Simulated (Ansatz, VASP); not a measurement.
One calculation of Pd, two programs

```
Pd
1.0
     2.84776    0.00000    0.00000
     0.00000    2.84776    0.00000
     0.00000    0.00000    4.02992
Pd
2
Cartesian
  2.8478 2.8478 0.0000
  1.4239 1.4239 2.0150
```

Alike in both runs: task single point; functional BLYP; k mesh 6 × 6 × 4; occupations fermi-dirac, width 0.1 eV; collinear spin.

|  | VASP | Ansatz |
| --- | --- | --- |
| version | VASP 6.6.1 | Ansatz 0.2.0 |
| potentials or method | VASP PAW PBE potentials, release 64 (Pd), cutoff 500 eV | plane waves (420 eV) with PAW, scalar-relativistic |
| valence electrons in the cell | 20 | 36 |

```tsv
	VASP	Ansatz	Ansatz less VASP
net moment per atom (μB)	0.00	0.00	0.000
```

VASP's potentials were made for PBE, not for BLYP. The functional is the same, so the differences come from potentials, cutoffs and numerics. VASP's potentials hold 20 valence electrons a cell and Ansatz's 36, so a difference there can come from the potentials and not from the codes. Ansatz's warnings: seeded moment not kept.

The k mesh is coarse, so the values compare programs but aren't converged.
